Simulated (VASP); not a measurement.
# SnO2 (R-3m) in VASP: single point with PBEsol

Aim: the single point of SnO2 with PBEsol.

Everything below comes from runs of VASP 6.6.1. Logs are shortened: lines on timing, memory, paths and dates and some standing lists are left out, and cuts for length are marked.

### 1 The cell of the first run

The structure is trigonal, space group R-3m (No. 166). Conventional cell: a = 3.234 Å, b = 3.234 Å, c = 14.402 Å, α = 90.00°, β = 90.00°, γ = 120.00°. Sn (site symmetry -3m) has 6 O at 2.13 Å within 2.8 Å. O (site symmetry 3m) has 3 Sn at 2.13 Å and 3 O at 2.76 Å within 2.8 Å.

### 2 Single point, PBEsol

The input, INCAR:

```
SYSTEM = SnO2
PREC = Accurate ; ENCUT = 600
EDIFF = 1E-6 ; ISMEAR = 0
SIGMA = 0.01 ; LREAL = .False.
LASPH = .True. ; NELM = 120
ALGO = Normal ; ISIF = 2
LWAVE = .False. ; LCHARG = .False.
GGA = PS ; NBANDS = 20
GGA_COMPAT = .False.
```

The input, KPOINTS:

```
regular mesh
0
Gamma
  4 4 4
  0 0 0
```

The input, POSCAR:

```
SnO2
1.0
    1.6170930750      0.9336291222      4.8005925833
   -1.6170930750      0.9336291222      4.8005925833
    0.0000000000     -1.8672582443      4.8005925833
Sn O
1 2
Direct
    0.5000000000      0.5000000000      0.5000000000
    0.2371700033      0.2371700033      0.2371700033
    0.7628299967      0.7628299967      0.7628299967
```

Potentials or basis: VASP PAW PBE potentials, release 64 (Sn_d, O).

Launch:

```console
$ cat potpaw_PBE.64/Sn_d/POTCAR potpaw_PBE.64/O/POTCAR > POTCAR
$ mpirun -np 1 vasp_std > vasp.out
```

OUTCAR:

```text
SYSTEM = SnO2
   PREC = Accurate
   ENCUT = 600
   EDIFF = 1E-6
   ISMEAR = 0
   LREAL = .False.
   LASPH = .True.
   NELM = 120
   ISIF = 2
   GGA = PS

 ion  position               nearest neighbor table
   1  0.500  0.500  0.500-   2 2.13   2 2.13   3 2.13   3 2.13   2 2.13   3 2.13
   2  0.237  0.237  0.237-   1 2.13   1 2.13   1 2.13
   3  0.763  0.763  0.763-   1 2.13   1 2.13   1 2.13

  LATTYP: Found a trigonal (rhomboedric) cell.
 ALAT       =     5.1509554941
 COS(alpha) =     0.8028828391

  Lattice vectors:

 A1 = (   1.6170930750,   0.9336291222,   4.8005925833)
 A2 = (  -1.6170930750,   0.9336291222,   4.8005925833)
 A3 = (   0.0000000000,  -1.8672582443,   4.8005925833)

Analysis of symmetry for initial positions (statically):
=====================================================================
 Subroutine PRICEL returns:
 Original cell was already a primitive cell.

 Routine SETGRP: Setting up the symmetry group for a
 trigonal (rhombohedral) supercell.

 Subroutine GETGRP returns: Found 12 space group operations
 (whereof 12 operations were pure point group operations)
 out of a pool of 12 trial point group operations.

The static configuration has the point symmetry D_3d.

Analysis of symmetry for dynamics (positions and initial velocities):
=====================================================================
 Subroutine PRICEL returns:
 Original cell was already a primitive cell.

 Routine SETGRP: Setting up the symmetry group for a
 trigonal (rhombohedral) supercell.

 Subroutine GETGRP returns: Found 12 space group operations
 (whereof 12 operations were pure point group operations)
 out of a pool of 12 trial point group operations.

The dynamic configuration has the point symmetry D_3d.

 Subroutine INISYM returns: Found 12 space group operations
 (whereof 12 operations are pure point group operations),
 and found     1 'primitive' translations

----------------------------------------------------------------------------------------

                                     Primitive cell

  volume of cell :      43.4866

  direct lattice vectors                    reciprocal lattice vectors
     1.617093075  0.933629122  4.800592583     0.309196797  0.178514854  0.069435872
    -1.617093075  0.933629122  4.800592583    -0.309196797  0.178514854  0.069435872
     0.000000000 -1.867258244  4.800592583     0.000000000 -0.357029708  0.069435872

  length of vectors
     5.150955494  5.150955494  5.150955494     0.363719058  0.363719058  0.363719058

  position of ions in fractional coordinates (direct lattice)
     0.500000000  0.500000000  0.500000000
     0.237170003  0.237170003  0.237170003
     0.762829997  0.762829997  0.762829997

  ion indices of the primitive-cell ions
   primitive index   ion index
                 1           1
                 2           2
                 3           3

----------------------------------------------------------------------------------------

 KPOINTS: regular mesh

Automatic generation of k-mesh.
 Grid dimensions read from file:
 generate k-points for:    4    4    4

 Generating k-lattice:

  Cartesian coordinates                     Fractional coordinates (reciprocal lattice)
     0.077299199  0.044628714  0.017358968     0.250000000 -0.000000000  0.000000000
    -0.077299199  0.044628714  0.017358968    -0.000000000  0.250000000  0.000000000
     0.000000000 -0.089257427  0.017358968     0.000000000  0.000000000  0.250000000

  Length of vectors
     0.090929764  0.090929764  0.090929764

  Shift w.r.t. Gamma in fractional coordinates (k-lattice)
     0.000000000  0.000000000  0.000000000

 Subroutine IBZKPT returns following result:
 ===========================================

 Found     13 irreducible k-points:

 Following reciprocal coordinates:
            Coordinates               Weight
  0.000000  0.000000  0.000000      1.000000
  0.250000  0.000000 -0.000000      6.000000
  0.500000  0.000000 -0.000000      3.000000
  0.250000  0.250000 -0.000000      6.000000
  0.500000  0.250000  0.000000     12.000000
 -0.250000  0.250000  0.000000      6.000000
  0.500000  0.500000 -0.000000      3.000000
  0.250000  0.250000  0.250000      2.000000
  0.500000  0.250000  0.250000      6.000000
 -0.250000  0.250000  0.250000      6.000000
  0.500000  0.500000  0.250000      6.000000
 -0.250000  0.500000  0.250000      6.000000
  0.500000  0.500000  0.500000      1.000000
   k-points           NKPTS =     13   k-points in BZ     NKDIM =     13   number of bands    NBANDS=     20
   number of dos      NEDOS =    301   number of ions     NIONS =      3
   total plane-waves  NPLWV =  74088
   dimension x,y,z NGX =    42 NGY =   42 NGZ =   42
   dimension x,y,z NGXF=    84 NGYF=   84 NGZF=   84
   ions per type =               1   2
   NGX,Y,Z   is equivalent  to a cutoff of  13.56, 13.56, 13.56 a.u.
   NGXF,Y,Z  is equivalent  to a cutoff of  27.11, 27.11, 27.11 a.u.
 SYSTEM =  SnO2
   PREC   = accura    normal or accurate (medium, high low for compatibility)
   ISTART =      0    job   : 0-new  1-cont  2-samecut
   ICHARG =      2    charge: 1-file 2-atom 10-const
   ISPIN  =      1    spin polarized calculation?
   LNONCOLLINEAR =      F non collinear calculations
   LSORBIT =      F    spin-orbit coupling
   LASPH  =      T    aspherical Exc in radial PAW
   ENCUT  =  600.0 eV  44.10 Ry    6.64 a.u.  10.29 10.29 10.29*2*pi/ulx,y,z
   NELM   =    120;   NELMIN=  2; NELMDL= -5     # of ELM steps
   EDIFF  = 0.1E-05   stopping-criterion for ELM
   LREAL  =      F    real-space projection
[... 7 lines left out ...]
   TEBEG  =    0.0;   TEEND  =   0.0 temperature during run
   PSTRESS=    0.0 pullay stress
   NELECT =      26.0000    total number of electrons
   NUPDOWN=      -1.0000    fix difference up-down
   EMIN   =  10.00;   EMAX   =-10.00  energy-range for DOS
   EFERMI =   0.00;   METHOD = LEGACY
   ISMEAR =     0;   SIGMA  =   0.01  broadening in eV -4-tet -1-fermi 0-gaus
   EFERMI_NEDOS =   21; number of points for ismear=-14 and -15
   IALGO  =     38    algorithm
   IMIX   =      4    mixing-type and parameters
     AMIX     =   0.40;   BMIX     =  1.00
     AMIX_MAG =   1.60;   BMIX_MAG =  1.00
  volume/ion in A,a.u.               =      14.50        97.82
  Fermi-wavevector in a.u.,A,eV,Ry     =   1.379158  2.606231 25.879336  1.902078
  Thomas-Fermi vector in A             =   2.504154
   LORBIT       =      0    0 simple, 1 ext, 2 COOP (PROOUT), +10 PAW based schemes
   GGA     = PS    functional components
   LHFCALC =     F    Hartree Fock is set to
   AEXX    =    0.0000 exact exchange contribution
   IVDW    =     0    specifies the selected vdW correction
   LEPSILON=     F    determine dielectric tensor
   LRPA    =     F    only Hartree local field effects (RPA)
 non-spin polarized calculation
 Gauss-broadening in eV      SIGMA  =   0.01
  energy-cutoff  :      600.00
  volume of cell :       43.49
 maximum number of plane-waves:      1466
 NGX is ok and might be reduce to    42
   NGX = 21   NGY = 21   NGZ = 21

 number of electron      26.0000002 magnetization

 Free energy of the ion-electron system (eV)
  ---------------------------------------------------
  ext. energy  EPLUGINS =         0.00000000
  ---------------------------------------------------
  free energy    TOTEN  =       -19.28826359 eV

  energy without entropy =      -19.28826359  energy(sigma->0) =      -19.28826359

 E-fermi :   3.2234     XC(G=0): -10.2167

 val. band max:        3.1663435455   @ k =   0.5000   0.5000  -0.0000
 cond. band min:       5.0325500840   @ k =   0.0000   0.0000   0.0000
 fundamental gap:      1.8662065385
 Fermi energy:         3.2234347935

 k-point     1 :       0.0000    0.0000    0.0000
  band No.  band energies     occupation
      1     -16.7297      2.00000
      2     -16.5107      2.00000
      3     -16.5107      2.00000
      4     -16.3277      2.00000
      5     -16.3277      2.00000
      6     -14.6919      2.00000
[... 12 lines left out ...]
     19      20.1588      0.00000
     20      20.1589      0.00000

 k-point     2 :       0.2500    0.0000   -0.0000
  band No.  band energies     occupation
      1     -16.9426      2.00000
      2     -16.5145      2.00000
      3     -16.4290      2.00000
      4     -16.3827      2.00000
      5     -16.3005      2.00000
      6     -14.2324      2.00000
[... 12 lines left out ...]
     19      16.3388      0.00000
     20      20.0855      0.00000

 k-point     3 :       0.5000    0.0000   -0.0000
  band No.  band energies     occupation
      1     -17.2900      2.00000
      2     -16.4780      2.00000
      3     -16.4231      2.00000
      4     -16.2952      2.00000
      5     -16.1927      2.00000
      6     -13.4857      2.00000
[... 12 lines left out ...]
     19      16.3030      0.00000
     20      16.4972      0.00000

 k-point     4 :       0.2500    0.2500   -0.0000
  band No.  band energies     occupation
      1     -16.9416      2.00000
      2     -16.5140      2.00000
      3     -16.4288      2.00000
      4     -16.3831      2.00000
      5     -16.3004      2.00000
      6     -14.2304      2.00000
[... 12 lines left out ...]
     19      15.9562      0.00000
     20      20.8037      0.00000

 k-point     5 :       0.5000    0.2500    0.0000
  band No.  band energies     occupation
      1     -17.0759      2.00000
      2     -16.6982      2.00000
      3     -16.3938      2.00000
      4     -16.3757      2.00000
      5     -16.2566      2.00000
      6     -13.1850      2.00000
[... 12 lines left out ...]
     19      16.8164      0.00000
     20      18.1033      0.00000
[... 100 lines left out ...]
      6     -13.5003      2.00000
[... 12 lines left out ...]
     19      16.0258      0.00000
     20      17.9626      0.00000

 k-point    11 :       0.5000    0.5000    0.2500
  band No.  band energies     occupation
      1     -16.9442      2.00000
      2     -16.5154      2.00000
      3     -16.4285      2.00000
      4     -16.3834      2.00000
      5     -16.3005      2.00000
      6     -14.1697      2.00000
[... 12 lines left out ...]
     19      15.9344      0.00000
     20      19.0516      0.00000

 k-point    12 :      -0.2500    0.5000    0.2500
  band No.  band energies     occupation
      1     -17.0772      2.00000
      2     -16.6981      2.00000
      3     -16.3940      2.00000
      4     -16.3753      2.00000
      5     -16.2561      2.00000
      6     -13.1619      2.00000
[... 12 lines left out ...]
     19      17.0577      0.00000
     20      18.6404      0.00000

 k-point    13 :       0.5000    0.5000    0.5000
  band No.  band energies     occupation
      1     -16.7302      2.00000
      2     -16.5105      2.00000
      3     -16.5105      2.00000
      4     -16.3276      2.00000
      5     -16.3276      2.00000
      6     -14.5903      2.00000
[... 12 lines left out ...]
     19      19.3949      0.00000
     20      20.3666      0.00000

------------------------ aborting loop because EDIFF is reached ----------------------------------------

  FORCE on cell =-STRESS in cart. coord.  units (eV):
  Direction    XX          YY          ZZ          XY          YZ          ZX
  --------------------------------------------------------------------------------------
  -------------------------------------------------------------------------------------
  Total       -1.3907754     -1.3907754     -1.0198748      0.0000000     -0.0000000      0.0000000
  in kB      -51.2403469    -51.2403469    -37.5752553      0.0000000     -0.0000000      0.0000000
  external PRESSURE =     -46.6853164 kB  Pullay stress =       0.0000000 kB

 VOLUME and BASIS-vectors are now :
 -----------------------------------------------------------------------------
  energy-cutoff  :      600.00
  volume of cell :       43.49
      direct lattice vectors                 reciprocal lattice vectors
     1.617093075  0.933629122  4.800592583     0.309196797  0.178514854  0.069435872
    -1.617093075  0.933629122  4.800592583    -0.309196797  0.178514854  0.069435872
     0.000000000 -1.867258244  4.800592583     0.000000000 -0.357029708  0.069435872

 POSITION                                       TOTAL-FORCE (eV/Angst)
 -----------------------------------------------------------------------------------
      0.00000      0.00000      7.20089         0.000000      0.000000      0.000000
      0.00000      0.00000      3.41567         0.000000     -0.000000     -0.355673
      0.00000      0.00000     10.98611         0.000000      0.000000      0.355673
 -----------------------------------------------------------------------------------
    total drift:                               -0.000000      0.000000     -0.000000

  FREE ENERGIE OF THE ION-ELECTRON SYSTEM (eV)
  ---------------------------------------------------
  free  energy   TOTEN  =       -19.2882635935 eV

  energy  without entropy=      -19.2882635935  energy(sigma->0) =      -19.28826359
```

Wall time 26 s (1 thread of Intel Xeon Platinum 8259CL at 2.50GHz (Skylake/Cascade Lake), shared host); peak memory 0.25 GiB.

Results:

```yaml
Free_energy: -19.2883 eV
Pressure: -4.7 GPa
Largest_force: 0.356 eV/Å
Band_gap_on_the_k_mesh: 1.87 eV (least direct gap 1.97 eV)
```

Forces in eV/Å, atoms in the order of the input:
```
Sn   0.000  0.000  0.000
O    0.000  0.000 -0.356
O    0.000  0.000  0.356
```

Stress tensor (GPa, compression positive):
```
-5.12  0.00  0.00
 0.00 -5.12  0.00
 0.00  0.00 -3.76
```

Caveat: the k points lie up to 0.57 Å⁻¹ apart; the PAW data sets were made with another functional, which shifts forces and pressure a little; spin-orbit coupling is left out, which moves the levels of the heavy elements.
